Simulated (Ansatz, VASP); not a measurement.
# One calculation of Sb, two programs

Contents of INCAR:

```
SYSTEM = Sb
PREC     = Accurate       ! precision mode
ENCUT    = 520            ! plane-wave cutoff, eV
EDIFF    = 1E-6           ! SCF threshold, eV
ISMEAR   = -1             ! smearing method
SIGMA    = 0.05           ! smearing width, eV
LREAL    = .False.        ! projectors in reciprocal space
LASPH    = .True.         ! aspherical terms in the spheres
NELM     = 60             ! most SCF steps
ALGO     = Normal         ! electronic algorithm
ISIF     = 2              ! what is computed and relaxed
LWAVE    = .False.        ! write WAVECAR
LCHARG   = .True.         ! write CHGCAR
GGA      = PE             ! functional
LELF     = .True.         ! ELF
LVHAR    = .True.       
NBANDS   = 12             ! bands
```

The input KPOINTS:

```
Automatic mesh
0
Gamma
  12 12 7
  0 0 0
```

The input POSCAR:

```
Sb
1.0
    3.3690001795     -0.0505350027     -0.0505350027
   -1.7282646859      2.9429072422     -0.0184970948
   -0.0799500000     -0.0799500000      5.3300000000
Sb
2
Direct
    0.3333333333      0.6666666667      0.2500000000
    0.6666666667      0.3333333333      0.7500000000
```

Input for Ansatz:

```yaml
crystal:
  lattice:
    - [3.3690001795, -0.0505350027, -0.0505350027]
    - [-1.7282646859, 2.9429072422, -0.0184970948]
    - [-0.07995, -0.07995, 5.33]
  atoms:
    - { symbol: Sb, position: [0.3333333333, 0.6666666667, 0.25] }
    - { symbol: Sb, position: [0.6666666667, 0.3333333333, 0.75] }
kpoints:
  mp_grid: { grid: [12, 12, 7] }
  band_path:
    path:
      - [0.0, 0.0, 0.0]
      - [0.0, 0.0, 0.5]
      - [-0.5, 0.5, 0.0]
      - [0.0, 0.0, 0.0]
      - [0.0, -0.5, 0.0]
      - [-0.5, 0.0, 0.5]
      - [0.0, 0.0, 0.0]
      - [-0.5, 0.0, 0.0]
      - [0.0, -0.5, 0.5]
    npoints: 5
scf:
  occupations: { method: fermi_dirac, width: 0.05 }
hamiltonian:
  xc: pbe
  pseudopotentials: { kind: all_electron, lapw: { basis_error: 0.0005 } }
output:
  forces: true
  stress: true
  eigenvalues: true
```

Change from the starting cell: equal xy, yz and zx shear strains of -3 %.

Alike in both runs: task single point; functional PBE; k mesh 12 × 12 × 7; occupations fermi-dirac, width 0.05 eV; no spin polarisation.

|  | VASP | Ansatz |
| --- | --- | --- |
| version | VASP 6.6.1 | Ansatz 0.2.0 |
| potentials or method | VASP PAW PBE potentials, release 64 (Sb), cutoff 520 eV | all-electron LAPW, scalar-relativistic |

Ansatz gave:

```
pressure (GPa)                                                : 3.1
traceless stress, the component that is largest in VASP (GPa) : -0.49
rms of the force components (eV/Å)                            : 0.027
```

Question: What did VASP give for the same quantities?

Answer: Pressure (GPa): 3.0; traceless stress, the component that is largest in VASP (GPa): -0.49; rms of the force components (eV/Å): 0.028.

Atom by atom the forces differ by 0.000 eV/Å (rms over components). Ansatz ran all-electron here, and VASP with PAW potentials.

Neither program's run includes spin-orbit coupling.
